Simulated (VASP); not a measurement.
# TiS2 (P-3m1) in VASP: single point with PBE

Aim: the single point of TiS2 with PBE.

Everything below comes from runs of VASP 6.6.1. Logs are shortened: lines on timing, memory, paths and dates and some standing lists are left out, and cuts for length are marked.

## (1) The cell of the first run

Symmetry: P-3m1, No. 164, trigonal system. Conventional cell: a = 3.412 Å, b = 3.412 Å, c = 5.695 Å, α = 90.00°, β = 90.00°, γ = 120.00°. Within 3.2 Å of Ti (site symmetry -3m) lie 6 S at 2.43 Å. Within 3.2 Å of S (site symmetry 3m) lie 3 Ti at 2.43 Å.

## (2) Single point, PBE

The input, INCAR:

```
SYSTEM = TiS2
  PREC = Accurate
  ENCUT = 500
  EDIFF = 1E-6
  ISMEAR = -1
  SIGMA = 0.05
  LREAL = .False.
  LASPH = .True.
  NELM = 120
  ALGO = Normal
  ISIF = 2
  LWAVE = .False.
  LCHARG = .True.
  GGA = PE
  LELF = .True.
  LVHAR = .True.
  NBANDS = 19
  GGA_COMPAT = .False.
```

The input, KPOINTS:

```
Automatic mesh
0
Gamma
  6 6 3
  0 0 0
```

The input, POSCAR:

```
TiS2
1.0
    3.4120000000      0.0000000000      0.0000000000
   -1.7060000000      2.9548790000      0.0000000000
    0.0000000000      0.0000000000      5.6950000000
Ti S
1 2
Direct
    0.0000000000      0.0000000000      0.0000000000
    0.3333333333      0.6666666667      0.2500000000
    0.6666666667      0.3333333333      0.7500000000
```

Potentials or basis: VASP PAW PBE potentials, release 64 (Ti_sv, S).

Command:

```console
cat potpaw_PBE.64/Ti_sv/POTCAR potpaw_PBE.64/S/POTCAR > POTCAR
mpirun -np 1 vasp_std > vasp.out
```

OUTCAR:

```text
SYSTEM = TiS2
   PREC = Accurate
   ENCUT = 500
   EDIFF = 1E-6
   ISMEAR = -1
   LREAL = .False.
   LASPH = .True.
   NELM = 120
   ISIF = 2
   GGA = PE

 ion  position               nearest neighbor table
   1  0.000  0.000  0.000-   2 2.43   3 2.43   3 2.43   2 2.43   3 2.43   2 2.43
   2  0.333  0.667  0.250-   1 2.43   1 2.43   1 2.43
   3  0.667  0.333  0.750-   1 2.43   1 2.43   1 2.43

  LATTYP: Found a hexagonal cell.
 ALAT       =     3.4120000000
 C/A-ratio  =     1.6691090270

  Lattice vectors:

 A1 = (   3.4120000000,   0.0000000000,   0.0000000000)
 A2 = (  -1.7060000000,   2.9548790000,   0.0000000000)
 A3 = (   0.0000000000,   0.0000000000,   5.6950000000)

Analysis of symmetry for initial positions (statically):
=====================================================================
 Subroutine PRICEL returns:
 Original cell was already a primitive cell.

 Routine SETGRP: Setting up the symmetry group for a
 hexagonal supercell.

 Subroutine GETGRP returns: Found 12 space group operations
 (whereof 12 operations were pure point group operations)
 out of a pool of 24 trial point group operations.

The static configuration has the point symmetry D_3d.

Analysis of symmetry for dynamics (positions and initial velocities):
=====================================================================
 Subroutine PRICEL returns:
 Original cell was already a primitive cell.

 Routine SETGRP: Setting up the symmetry group for a
 hexagonal supercell.

 Subroutine GETGRP returns: Found 12 space group operations
 (whereof 12 operations were pure point group operations)
 out of a pool of 24 trial point group operations.

The dynamic configuration has the point symmetry D_3d.

 Subroutine INISYM returns: Found 12 space group operations
 (whereof 12 operations are pure point group operations),
 and found     1 'primitive' translations

----------------------------------------------------------------------------------------

                                     Primitive cell

  volume of cell :      57.4173

  direct lattice vectors                    reciprocal lattice vectors
     3.412000000  0.000000000  0.000000000     0.293083236  0.169211667  0.000000000
    -1.706000000  2.954879000  0.000000000     0.000000000  0.338423333  0.000000000
     0.000000000  0.000000000  5.695000000     0.000000000  0.000000000  0.175592625

  length of vectors
     3.412000000  3.412000279  5.695000000     0.338423361  0.338423333  0.175592625

  position of ions in fractional coordinates (direct lattice)
     0.000000000  0.000000000  0.000000000
     0.333333333  0.666666667  0.250000000
     0.666666667  0.333333333  0.750000000

  ion indices of the primitive-cell ions
   primitive index   ion index
                 1           1
                 2           2
                 3           3

----------------------------------------------------------------------------------------

 KPOINTS: Automatic mesh

Automatic generation of k-mesh.
 Grid dimensions read from file:
 generate k-points for:    6    6    3

 Generating k-lattice:

  Cartesian coordinates                     Fractional coordinates (reciprocal lattice)
     0.048847206  0.028201944  0.000000000     0.166666667  0.000000000  0.000000000
     0.000000000  0.056403889  0.000000000     0.000000000  0.166666667  0.000000000
     0.000000000  0.000000000  0.058530875     0.000000000  0.000000000  0.333333333

  Length of vectors
     0.056403893  0.056403889  0.058530875

  Shift w.r.t. Gamma in fractional coordinates (k-lattice)
     0.000000000  0.000000000  0.000000000

 Subroutine IBZKPT returns following result:
 ===========================================

 Found     17 irreducible k-points:

 Following reciprocal coordinates:
            Coordinates               Weight
  0.000000  0.000000  0.000000      1.000000
  0.166667 -0.000000  0.000000      6.000000
  0.333333 -0.000000  0.000000      6.000000
  0.500000 -0.000000  0.000000      3.000000
  0.166667  0.166667  0.000000      6.000000
  0.333333  0.166667  0.000000     12.000000
[... 9 lines left out ...]
 -0.166667  0.500000  0.333333     12.000000
  0.333333  0.333333  0.333333      4.000000
   k-points           NKPTS =     17   k-points in BZ     NKDIM =     17   number of bands    NBANDS=     19
   number of dos      NEDOS =    301   number of ions     NIONS =      3
   total plane-waves  NPLWV =  32928
   dimension x,y,z NGX =    28 NGY =   28 NGZ =   42
   dimension x,y,z NGXF=    56 NGYF=   56 NGZF=   84
   ions per type =               1   2
   NGX,Y,Z   is equivalent  to a cutoff of  13.64, 13.64, 12.26 a.u.
   NGXF,Y,Z  is equivalent  to a cutoff of  27.29, 27.29, 24.52 a.u.
 SYSTEM =  TiS2
   PREC   = accura    normal or accurate (medium, high low for compatibility)
   ISTART =      0    job   : 0-new  1-cont  2-samecut
   ICHARG =      2    charge: 1-file 2-atom 10-const
   ISPIN  =      1    spin polarized calculation?
   LNONCOLLINEAR =      F non collinear calculations
   LSORBIT =      F    spin-orbit coupling
   LASPH  =      T    aspherical Exc in radial PAW
   ENCUT  =  500.0 eV  36.75 Ry    6.06 a.u.   6.22  6.22 10.38*2*pi/ulx,y,z
   NELM   =    120;   NELMIN=  2; NELMDL= -5     # of ELM steps
   EDIFF  = 0.1E-05   stopping-criterion for ELM
   LREAL  =      F    real-space projection
   EDIFFG = 0.1E-04   stopping-criterion for IOM
   NSW    =      0    number of steps for IOM
   IBRION =     -1    ionic relax: 0-MD 1-quasi-New 2-CG
   NFREE  =      0    steps in history (QN), initial steepest desc. (CG)
   ISIF   =      2    stress and relaxation
   ISYM   =      2    0-nonsym 1-usesym 2-fastsym
   POTIM  = 0.5000    time-step for ionic-motion
   TEBEG  =    0.0;   TEEND  =   0.0 temperature during run
   PSTRESS=    0.0 pullay stress
   NELECT =      24.0000    total number of electrons
   NUPDOWN=      -1.0000    fix difference up-down
   EMIN   =  10.00;   EMAX   =-10.00  energy-range for DOS
   EFERMI =   0.00;   METHOD = LEGACY
   ISMEAR =    -1;   SIGMA  =   0.05  broadening in eV -4-tet -1-fermi 0-gaus
   EFERMI_NEDOS =   21; number of points for ismear=-14 and -15
   IALGO  =     38    algorithm
   IMIX   =      4    mixing-type and parameters
     AMIX     =   0.40;   BMIX     =  1.00
     AMIX_MAG =   1.60;   BMIX_MAG =  1.00
  volume/ion in A,a.u.               =      19.14       129.16
  Fermi-wavevector in a.u.,A,eV,Ry     =   1.224046  2.313112 20.385456  1.498289
  Thomas-Fermi vector in A             =   2.359135
   LORBIT       =      0    0 simple, 1 ext, 2 COOP (PROOUT), +10 PAW based schemes
   GGA     = PE    functional components
   LHFCALC =     F    Hartree Fock is set to
   AEXX    =    0.0000 exact exchange contribution
   IVDW    =     0    specifies the selected vdW correction
   LEPSILON=     F    determine dielectric tensor
   LRPA    =     F    only Hartree local field effects (RPA)
 non-spin polarized calculation
  energy-cutoff  :      500.00
  volume of cell :       57.42
 maximum number of plane-waves:      1473
 NGX is ok and might be reduce to    28
   NGX = 13   NGY = 13   NGZ = 21

 number of electron      23.9999999 magnetization

 Free energy of the ion-electron system (eV)
  ---------------------------------------------------
  ext. energy  EPLUGINS =         0.00000000
  ---------------------------------------------------
  free energy    TOTEN  =       -19.90465132 eV

  energy without entropy =      -19.89535046  energy(sigma->0) =      -19.90000089

 E-fermi :   5.4438     XC(G=0): -10.0954

 val. band max:        5.4047771562   @ k =   0.0000   0.0000   0.0000
 cond. band min:       5.4810073654   @ k =   0.5000  -0.0000   0.3333
 fundamental gap:      0.0762302092
 Fermi energy:         5.4437888278

 k-point     1 :       0.0000    0.0000    0.0000
  band No.  band energies     occupation
      1     -52.2428      2.00000
      2     -28.4679      2.00000
      3     -28.4195      2.00000
      4     -28.4194      2.00000
      5      -8.3108      2.00000
      6      -6.6350      2.00000
[... 11 lines left out ...]
     18      11.5100      0.00000
     19      12.2984      0.00000

 k-point     2 :       0.1667   -0.0000    0.0000
  band No.  band energies     occupation
      1     -52.2399      2.00000
      2     -28.4617      2.00000
      3     -28.4513      2.00000
      4     -28.4267      2.00000
      5      -7.9950      2.00000
      6      -6.5702      2.00000
[... 11 lines left out ...]
     18      12.8137      0.00000
     19      13.4389      0.00000

 k-point     3 :       0.3333   -0.0000    0.0000
  band No.  band energies     occupation
      1     -52.2340      2.00000
      2     -28.5149      2.00000
      3     -28.4489      2.00000
      4     -28.4412      2.00000
      5      -7.2268      2.00000
      6      -6.4614      2.00000
[... 11 lines left out ...]
     18      12.6866      0.00000
     19      13.2453      0.00000

 k-point     4 :       0.5000   -0.0000    0.0000
  band No.  band energies     occupation
      1     -52.2311      2.00000
      2     -28.5462      2.00000
      3     -28.4485      2.00000
      4     -28.4426      2.00000
      5      -6.6008      2.00000
      6      -6.5577      2.00000
[... 11 lines left out ...]
     18      12.2232      0.00000
     19      12.7619      0.00000

 k-point     5 :       0.1667    0.1667    0.0000
  band No.  band energies     occupation
      1     -52.2355      2.00000
      2     -28.4929      2.00000
      3     -28.4526      2.00000
      4     -28.4433      2.00000
      5      -7.4487      2.00000
      6      -6.4779      2.00000
[... 11 lines left out ...]
     18      13.8660      0.00000
     19      14.3147      0.00000

 k-point     6 :       0.3333    0.1667    0.0000
  band No.  band energies     occupation
      1     -52.2311      2.00000
      2     -28.5297      2.00000
      3     -28.4652      2.00000
      4     -28.4427      2.00000
      5      -6.7327      2.00000
      6      -6.4307      2.00000
[... 11 lines left out ...]
     18      12.6459      0.00000
     19      13.7362      0.00000

 k-point     7 :       0.3333    0.3333    0.0000
  band No.  band energies     occupation
      1     -52.2296      2.00000
      2     -28.5071      2.00000
      3     -28.5071      2.00000
      4     -28.4396      2.00000
      5      -6.4351      2.00000
      6      -6.4351      2.00000
[... 11 lines left out ...]
     18      12.0321      0.00000
     19      14.9559      0.00000

 k-point     8 :       0.0000    0.0000    0.3333
  band No.  band energies     occupation
      1     -52.2429      2.00000
      2     -28.4680      2.00000
      3     -28.4195      2.00000
      4     -28.4195      2.00000
      5      -8.0655      2.00000
      6      -7.0432      2.00000
[... 102 lines left out ...]
 k-point    13 :       0.5000   -0.0000    0.3333
  band No.  band energies     occupation
      1     -52.2311      2.00000
      2     -28.5462      2.00000
      3     -28.4485      2.00000
      4     -28.4427      2.00000
      5      -6.7206      2.00000
      6      -6.4135      2.00000
[... 11 lines left out ...]
     18      11.1964      0.00000
     19      12.3697      0.00000

 k-point    14 :       0.1667    0.1667    0.3333
  band No.  band energies     occupation
      1     -52.2355      2.00000
      2     -28.4929      2.00000
      3     -28.4527      2.00000
      4     -28.4433      2.00000
      5      -7.2567      2.00000
      6      -6.7233      2.00000
[... 11 lines left out ...]
     18      13.7087      0.00000
     19      13.9522      0.00000

 k-point    15 :       0.3333    0.1667    0.3333
  band No.  band energies     occupation
      1     -52.2311      2.00000
      2     -28.5297      2.00000
      3     -28.4652      2.00000
      4     -28.4427      2.00000
      5      -6.5855      2.00000
      6      -6.5766      2.00000
[... 11 lines left out ...]
     18      12.1669      0.00000
     19      13.8018      0.00000

 k-point    16 :      -0.1667    0.5000    0.3333
  band No.  band energies     occupation
      1     -52.2311      2.00000
      2     -28.5297      2.00000
      3     -28.4652      2.00000
      4     -28.4427      2.00000
      5      -6.7275      2.00000
      6      -6.4228      2.00000
[... 11 lines left out ...]
     18      12.4735      0.00000
     19      13.2875      0.00000

 k-point    17 :       0.3333    0.3333    0.3333
  band No.  band energies     occupation
      1     -52.2296      2.00000
      2     -28.5071      2.00000
      3     -28.5071      2.00000
      4     -28.4397      2.00000
      5      -6.4321      2.00000
      6      -6.4321      2.00000
[... 11 lines left out ...]
     18      13.1920      0.00000
     19      13.5980      0.00000

------------------------ aborting loop because EDIFF is reached ----------------------------------------

  FORCE on cell =-STRESS in cart. coord.  units (eV):
  Direction    XX          YY          ZZ          XY          YZ          ZX
  --------------------------------------------------------------------------------------
  -------------------------------------------------------------------------------------
  Total        0.0498920      0.0498920      0.4150902      0.0000000      0.0000000      0.0000000
  in kB        1.3921908      1.3921911     11.5827215      0.0000000      0.0000000      0.0000000
  external PRESSURE =       4.7890345 kB  Pullay stress =       0.0000000 kB

 VOLUME and BASIS-vectors are now :
 -----------------------------------------------------------------------------
  energy-cutoff  :      500.00
  volume of cell :       57.42
      direct lattice vectors                 reciprocal lattice vectors
     3.412000000  0.000000000  0.000000000     0.293083236  0.169211667  0.000000000
    -1.706000000  2.954879000  0.000000000     0.000000000  0.338423333  0.000000000
     0.000000000  0.000000000  5.695000000     0.000000000  0.000000000  0.175592625

 POSITION                                       TOTAL-FORCE (eV/Angst)
 -----------------------------------------------------------------------------------
      0.00000      0.00000      0.00000         0.000000      0.000000      0.000000
     -0.00000      1.96992      1.42375        -0.000000      0.000000     -0.122572
      1.70600      0.98496      4.27125        -0.000000     -0.000000      0.122572
 -----------------------------------------------------------------------------------
    total drift:                               -0.000000     -0.000000     -0.000000

  FREE ENERGIE OF THE ION-ELECTRON SYSTEM (eV)
  ---------------------------------------------------
  free  energy   TOTEN  =       -19.9046513195 eV

  energy  without entropy=      -19.8953504552  energy(sigma->0) =      -19.90000089
```

It took 13 s on 1 thread of Intel Xeon Platinum 8488C (Sapphire Rapids), shared host; peak memory 0.17 GiB.

Results:

| Item | Value |
| --- | --- |
| Free energy | -19.9047 eV |
| Pressure | 0.5 GPa |
| Largest force | 0.123 eV/Å |
| Band gap on the k mesh | zero (band 12 reaches 5.50 eV, above the bottom of band 13 at 5.48 eV) |

Forces on the atoms (eV/Å):
```
Ti   0.000  0.000  0.000
S    0.000  0.000 -0.123
S    0.000  0.000  0.123
```

Caveat: the k points lie up to 0.37 Å⁻¹ apart.
